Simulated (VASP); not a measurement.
# BaTe in VASP: density of states with PBEsol

Aim: the density of states of BaTe with PBEsol.

Everything below comes from runs of VASP 6.6.1. Logs are shortened: lines on timing, memory, paths and dates and some standing lists are left out, and cuts for length are marked.

## (1) The cell of the first run

The typed cell holds 4 atoms: a = 5.884 Å, b = 5.884 Å, c = 4.162 Å, α = 90.00°, β = 90.00°, γ = 90.00°.

## (2) Density of states, PBEsol

File POSCAR:

```
BaTe
1.0
    5.8840520669      0.0000000000      0.0000000000
    0.0000000000      5.8840520669      0.0000000000
    0.0000000000      0.0000000000      4.1615172691
Ba Te
2 2
Direct
    0.5000000000      0.0000000000      0.5000000000
    0.0000000000      0.5000000000      0.5000000000
    0.0000000000      0.0000000000      0.0000000000
    0.5000000000      0.5000000000      0.0000000000
```

File INCAR.step1:

```
SYSTEM = BaTe
PREC = Accurate
ENCUT = 520
EDIFF = 1E-7
ISMEAR = 0
SIGMA = 0.05
LREAL = .False.
LASPH = .True.
NELM = 100
ALGO = Normal
ISIF = 2
LWAVE = .False.
LCHARG = .True.
GGA = PS
NBANDS = 24
```

File KPOINTS.step1:

```
regular mesh
0
Gamma
  6 6 8
  0 0 0
```

File INCAR.step2:

```
SYSTEM = BaTe
PREC = Accurate
ENCUT = 520
EDIFF = 1E-7
ISMEAR = -5
SIGMA = 0.05
LREAL = .False.
LASPH = .True.
NELM = 100
ALGO = Normal
ISIF = 2
LWAVE = .False.
LCHARG = .False.
GGA = PS
LORBIT = 11
NEDOS = 1001
ICHARG = 11
```

File KPOINTS.step2:

```
regular mesh
0
Gamma
  9 9 12
  0 0 0
```

Potentials or basis: VASP PAW PBE potentials, release 64 (Ba_sv, Te).

On the command line:

```bash
cat potpaw_PBE.64/Ba_sv/POTCAR potpaw_PBE.64/Te/POTCAR > POTCAR
cp INCAR.step1 INCAR
cp KPOINTS.step1 KPOINTS
mpirun -np 1 vasp_std > vasp.out
cp INCAR.step2 INCAR
cp KPOINTS.step2 KPOINTS
mpirun -np 1 vasp_std > vasp.out
```

OUTCAR:

```text
SYSTEM = BaTe
   PREC = Accurate
   ENCUT = 520
   EDIFF = 1E-7
   ISMEAR = -5
   LREAL = .False.
   LASPH = .True.
   NELM = 100
   ISIF = 2
   GGA = PS
   LORBIT = 11
   ICHARG = 11

 ion  position               nearest neighbor table
   1  0.500  0.000  0.500-   3 3.60   4 3.60   3 3.60   4 3.60   4 3.60   4 3.60   3 3.60   3 3.60
                             2 4.16   2 4.16   2 4.16   2 4.16
   2  0.000  0.500  0.500-   3 3.60   4 3.60   3 3.60   4 3.60   3 3.60   3 3.60   4 3.60   4 3.60
                             1 4.16   1 4.16   1 4.16   1 4.16
   3  0.000  0.000  0.000-   1 3.60   2 3.60   1 3.60   2 3.60   2 3.60   2 3.60   1 3.60   1 3.60

   4  0.500  0.500  0.000-   1 3.60   2 3.60   1 3.60   2 3.60   1 3.60   1 3.60   2 3.60   2 3.60

  LATTYP: Found a simple tetragonal cell.
 ALAT       =     5.8840520669
 C/A-ratio  =     0.7072536446

  Lattice vectors:

 A1 = (   5.8840520669,   0.0000000000,   0.0000000000)
 A2 = (   0.0000000000,   5.8840520669,   0.0000000000)
 A3 = (   0.0000000000,   0.0000000000,   4.1615172691)

Analysis of symmetry for initial positions (statically):
=====================================================================
 Subroutine PRICEL returns following result:

  LATTYP: Found a simple tetragonal cell.
 ALAT       =     4.1606531174
 C/A-ratio  =     1.0002076962

  Lattice vectors:

 A1 = (   2.9420260335,  -2.9420260334,   0.0000000000)
 A2 = (   2.9420260335,   2.9420260335,   0.0000000000)
 A3 = (   0.0000000000,   0.0000000000,   4.1615172691)

   2 primitive cells build up your supercell.

 Routine SETGRP: Setting up the symmetry group for a
 simple tetragonal supercell.

 Subroutine GETGRP returns: Found 16 space group operations
 (whereof 16 operations were pure point group operations)
 out of a pool of 16 trial point group operations.

The static configuration has the point symmetry D_4h.

Analysis of symmetry for dynamics (positions and initial velocities):
=====================================================================
 Subroutine PRICEL returns following result:

  LATTYP: Found a simple tetragonal cell.
 ALAT       =     4.1606531174
 C/A-ratio  =     1.0002076962

  Lattice vectors:

 A1 = (   2.9420260335,  -2.9420260334,   0.0000000000)
 A2 = (   2.9420260335,   2.9420260335,   0.0000000000)
 A3 = (   0.0000000000,   0.0000000000,   4.1615172691)

   2 primitive cells build up your supercell.

 Routine SETGRP: Setting up the symmetry group for a
 simple tetragonal supercell.

 Subroutine GETGRP returns: Found 16 space group operations
 (whereof 16 operations were pure point group operations)
 out of a pool of 16 trial point group operations.

The dynamic configuration has the point symmetry D_4h.

 Subroutine INISYM returns: Found 16 space group operations
 (whereof 16 operations are pure point group operations),
 and found     2 'primitive' translations

----------------------------------------------------------------------------------------

                                     Primitive cell

  volume of cell :      72.0402

  direct lattice vectors                    reciprocal lattice vectors
     2.942026033 -2.942026033  0.000000000     0.169950909 -0.169950909  0.000000000
     2.942026033  2.942026033  0.000000000     0.169950909  0.169950909  0.000000000
     0.000000000  0.000000000  4.161517269     0.000000000  0.000000000  0.240296972

  length of vectors
     4.160653117  4.160653117  4.161517269     0.240346881  0.240346881  0.240296972

  position of ions in fractional coordinates (direct lattice)
     0.500000000  0.500000000  0.500000000
     0.000000000  0.000000000  0.000000000

  ion indices of the primitive-cell ions
   primitive index   ion index
                 1           1
                 2           3

----------------------------------------------------------------------------------------

 KPOINTS: regular mesh

Automatic generation of k-mesh.
 Grid dimensions read from file:
 generate k-points for:    9    9   12

 Generating k-lattice:

  Cartesian coordinates                     Fractional coordinates (reciprocal lattice)
     0.018883434  0.000000000  0.000000000     0.111111111  0.000000000  0.000000000
     0.000000000  0.018883434  0.000000000     0.000000000  0.111111111  0.000000000
     0.000000000  0.000000000  0.020024748     0.000000000  0.000000000  0.083333333

  Length of vectors
     0.018883434  0.018883434  0.020024748

  Shift w.r.t. Gamma in fractional coordinates (k-lattice)
     0.000000000  0.000000000  0.000000000

 TETIRR: Found   1446 inequivalent tetrahedra from     5832

 Subroutine IBZKPT returns following result:
 ===========================================

 Found    105 irreducible k-points:

 Following reciprocal coordinates:
            Coordinates               Weight
  0.000000  0.000000  0.000000      1.000000
  0.111111  0.000000  0.000000      4.000000
  0.222222  0.000000  0.000000      4.000000
  0.333333  0.000000  0.000000      4.000000
  0.444444  0.000000  0.000000      4.000000
  0.111111  0.111111  0.000000      4.000000
[... 16 lines left out ...]
  0.333333  0.111111  0.083333     16.000000
  0.444444  0.111111  0.083333     16.000000
 [... further k-points ...]
   k-points           NKPTS =    105   k-points in BZ     NKDIM =    105   number of bands    NBANDS=     20
   number of dos      NEDOS =   1001   number of ions     NIONS =      4
   total plane-waves  NPLWV =  73728
   dimension x,y,z NGX =    48 NGY =   48 NGZ =   32
   dimension x,y,z NGXF=    96 NGYF=   96 NGZF=   64
   ions per type =               2   2
   NGX,Y,Z   is equivalent  to a cutoff of  13.56, 13.56, 12.78 a.u.
   NGXF,Y,Z  is equivalent  to a cutoff of  27.12, 27.12, 25.57 a.u.
 SYSTEM =  BaTe
   PREC   = accura    normal or accurate (medium, high low for compatibility)
   ISTART =      0    job   : 0-new  1-cont  2-samecut
   ICHARG =     11    charge: 1-file 2-atom 10-const
   ISPIN  =      1    spin polarized calculation?
   LNONCOLLINEAR =      F non collinear calculations
   LSORBIT =      F    spin-orbit coupling
   LASPH  =      T    aspherical Exc in radial PAW
   ENCUT  =  520.0 eV  38.22 Ry    6.18 a.u.  10.94 10.94  7.74*2*pi/ulx,y,z
   NELM   =    100;   NELMIN=  2; NELMDL=  0     # of ELM steps
   EDIFF  = 0.1E-06   stopping-criterion for ELM
   LREAL  =      F    real-space projection
   EDIFFG = 0.1E-05   stopping-criterion for IOM
   NSW    =      0    number of steps for IOM
   IBRION =     -1    ionic relax: 0-MD 1-quasi-New 2-CG
   NFREE  =      0    steps in history (QN), initial steepest desc. (CG)
   ISIF   =      2    stress and relaxation
   ISYM   =      2    0-nonsym 1-usesym 2-fastsym
   POTIM  = 0.5000    time-step for ionic-motion
   TEBEG  =    0.0;   TEEND  =   0.0 temperature during run
   PSTRESS=    0.0 pullay stress
   NELECT =      32.0000    total number of electrons
   NUPDOWN=      -1.0000    fix difference up-down
   EMIN   =  10.00;   EMAX   =-10.00  energy-range for DOS
   EFERMI =   0.00;   METHOD = LEGACY
   ISMEAR =    -5;   SIGMA  =   0.05  broadening in eV -4-tet -1-fermi 0-gaus
   EFERMI_NEDOS =   21; number of points for ismear=-14 and -15
   IALGO  =     38    algorithm
   IMIX   =      4    mixing-type and parameters
     AMIX     =   0.40;   BMIX     =  1.00
     AMIX_MAG =   1.60;   BMIX_MAG =  1.00
  volume/ion in A,a.u.               =      36.02       243.08
  Fermi-wavevector in a.u.,A,eV,Ry     =   0.991418  1.873507 13.373284  0.982909
  Thomas-Fermi vector in A             =   2.123157
   LORBIT       =     11    0 simple, 1 ext, 2 COOP (PROOUT), +10 PAW based schemes
   GGA     = PS    functional components
   LHFCALC =     F    Hartree Fock is set to
   AEXX    =    0.0000 exact exchange contribution
   IVDW    =     0    specifies the selected vdW correction
   LEPSILON=     F    determine dielectric tensor
   LRPA    =     F    only Hartree local field effects (RPA)
 non-spin polarized calculation
 Fermi weights with tetrahedron method with Bloechl corrections
  energy-cutoff  :      520.00
  volume of cell :      144.08
 maximum number of plane-waves:      3912
 NGX is ok and might be reduce to    48

 number of electron      32.0000000 magnetization

 Free energy of the ion-electron system (eV)
  ---------------------------------------------------
  ext. energy  EPLUGINS =         0.00000000
  ---------------------------------------------------
  free energy    TOTEN  =       -17.87270835 eV

  energy without entropy =      -17.87270835  energy(sigma->0) =      -17.87270835

 E-fermi :   4.2544     XC(G=0):  -9.2386

 val. band max:        4.2479217311   @ k =   0.0000   0.0000   0.0000
 cond. band min:       4.7723020791   @ k =   0.0000   0.0000   0.0000
 fundamental gap:      0.5243803480
 Fermi energy:         4.2543889623

 k-point     1 :       0.0000    0.0000    0.0000
  band No.  band energies     occupation
      1     -23.7233      2.00000
      2     -23.6515      2.00000
      3      -9.1884      2.00000
      4      -9.1884      2.00000
      5      -8.7330      2.00000
      6      -8.7328      2.00000
[... 12 lines left out ...]
     19       5.0653      0.00000
     20       6.8276      0.00000

 k-point     2 :       0.1111    0.0000    0.0000
  band No.  band energies     occupation
      1     -23.7210      2.00000
      2     -23.6536      2.00000
      3      -9.1918      2.00000
      4      -9.1754      2.00000
      5      -8.7716      2.00000
      6      -8.7473      2.00000
[... 12 lines left out ...]
     19       5.2072      0.00000
     20       6.8817      0.00000
[... 465 lines left out ...]
      3      -9.2500      2.00000
      4      -9.0665      2.00000
      5      -8.9958      2.00000
      6      -8.7828      2.00000
[... 12 lines left out ...]
     19       6.5532      0.00000
     20       7.3363      0.00000

 k-point    24 :       0.4444    0.1111    0.0833
  band No.  band energies     occupation
      1     -23.6904      2.00000
      2     -23.6787      2.00000
      3      -9.2236      2.00000
      4      -9.1612      2.00000
      5      -8.9209      2.00000
      6      -8.8464      2.00000
[... 12 lines left out ...]
     19       7.2273      0.00000
     20       7.4386      0.00000

 [... further k-points ...]
[... 5 lines left out ...]
  --------------------------------------------------------------------------------------
  -------------------------------------------------------------------------------------
  Total        0.5453266      0.5453266      0.5342332      0.0000000      0.0000000      0.0000000
  in kB        6.0640463      6.0640463      5.9406883      0.0000000      0.0000000      0.0000000
  external PRESSURE =       6.0229270 kB  Pullay stress =       0.0000000 kB

 VOLUME and BASIS-vectors are now :
 -----------------------------------------------------------------------------
  energy-cutoff  :      520.00
  volume of cell :      144.08
      direct lattice vectors                 reciprocal lattice vectors
     5.884052067  0.000000000  0.000000000     0.169950909  0.000000000  0.000000000
     0.000000000  5.884052067  0.000000000     0.000000000  0.169950909  0.000000000
     0.000000000  0.000000000  4.161517269     0.000000000  0.000000000  0.240296972

 POSITION                                       TOTAL-FORCE (eV/Angst)
 -----------------------------------------------------------------------------------
      2.94203      0.00000      2.08076        -0.000000     -0.000000      0.000000
      0.00000      2.94203      2.08076        -0.000000     -0.000000     -0.000000
      0.00000      0.00000      0.00000        -0.000000      0.000000      0.000000
      2.94203      2.94203      0.00000         0.000000     -0.000000      0.000000
 -----------------------------------------------------------------------------------
    total drift:                               -0.000000      0.000000     -0.000000

  FREE ENERGIE OF THE ION-ELECTRON SYSTEM (eV)
  ---------------------------------------------------
  free  energy   TOTEN  =       -17.8727083549 eV

  energy  without entropy=      -17.8727083549  energy(sigma->0) =      -17.87270835

 total charge

# of ion       s       p       d       tot
------------------------------------------
    1        2.007   5.582   0.298   7.888
    2        2.007   5.582   0.298   7.888
    3        1.348   2.103   0.008   3.459
    4        1.348   2.103   0.008   3.459
--------------------------------------------------
tot          6.710  15.369   0.612  22.692
```

It took 2.5 min on 1 thread of AMD EPYC 9R45 (Zen 5), shared host; peak memory 0.42 GiB.

What came out:

* Valence electrons inside the program's atomic spheres: Ba 7.89; Te 3.46

Caveat: the PAW data sets were made with another functional, which shifts forces and pressure a little; spin-orbit coupling is left out, which moves the levels of the heavy elements.
